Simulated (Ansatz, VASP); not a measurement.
**One calculation of NaMo3, two programs**

The input INCAR:

```
  PREC = Accurate
  ENCUT = 520
  EDIFF = 1E-6
  ISMEAR = 0
  SIGMA = 0.1
  LREAL = F
  LASPH = T
  NELM = 80
  ALGO = Normal
  ISIF = 2
  LWAVE = F
  LCHARG = F
  GGA = PE
  NBANDS = 32
```

The input KPOINTS:

```
Automatic mesh
0
Gamma
  4 4 4
```

File POSCAR:

```
NaMo3
1.0
    3.9723671944      0.0000000000      0.0000000000
    0.0000000000      3.9723671944      0.0000000000
    0.0000000000      0.0000000000      3.9315368040
Na Mo
1 3
Direct
    0.0000000000      0.0000000000      0.0000000000
    0.0000000000      0.5000000000      0.5000000000
    0.5000000000      0.0000000000      0.5000000000
    0.5000000000      0.5000000000      0.0000000000
```

Input for Ansatz:

```yaml
crystal:
  lattice:
    - [3.9723671944, 0.0, 0.0]
    - [0.0, 3.9723671944, 0.0]
    - [0.0, 0.0, 3.931536804]
  atoms:
    - { symbol: Na, position: [0.0, 0.0, 0.0] }
    - { symbol: Mo, position: [0.0, 0.5, 0.5] }
    - { symbol: Mo, position: [0.5, 0.0, 0.5] }
    - { symbol: Mo, position: [0.5, 0.5, 0.0] }
basis:
  ecutwfc: 420
kpoints:
  mp_grid: { grid: [4, 4, 4] }
hamiltonian:
  xc: pbe
scf:
  occupations: { method: gaussian, width: 0.1 }
  lower_state_search: "off"
output:
  forces: true
  stress: true
  eigenvalues: true
```

Alike in both runs: task single point; functional PBE; k mesh 4 × 4 × 4; occupations gaussian, width 0.1 eV; no spin polarisation.

```csv
,VASP,Ansatz
version,VASP 6.6.1,Ansatz 0.2.0
potentials or method,"VASP PAW PBE potentials, release 64 (Na_pv, Mo_sv), cutoff 520 eV","scalar-relativistic, plane waves, PAW"
valence electrons in the cell,49,51
```

Ansatz gave:

* gap on the k mesh at the Fermi level (eV): none
* pressure (GPa): 10.4

Question: Which values does VASP return?

Answer: gap on the k mesh at the Fermi level (eV): none; pressure (GPa): 10.9.

A gap of «none» marks a metal or a gap that the smearing closes. VASP's potentials hold 49 valence electrons a cell and Ansatz's 51, so a difference there can come from the potentials and not from the codes.

The k mesh is coarse, so the values compare programs but aren't converged.
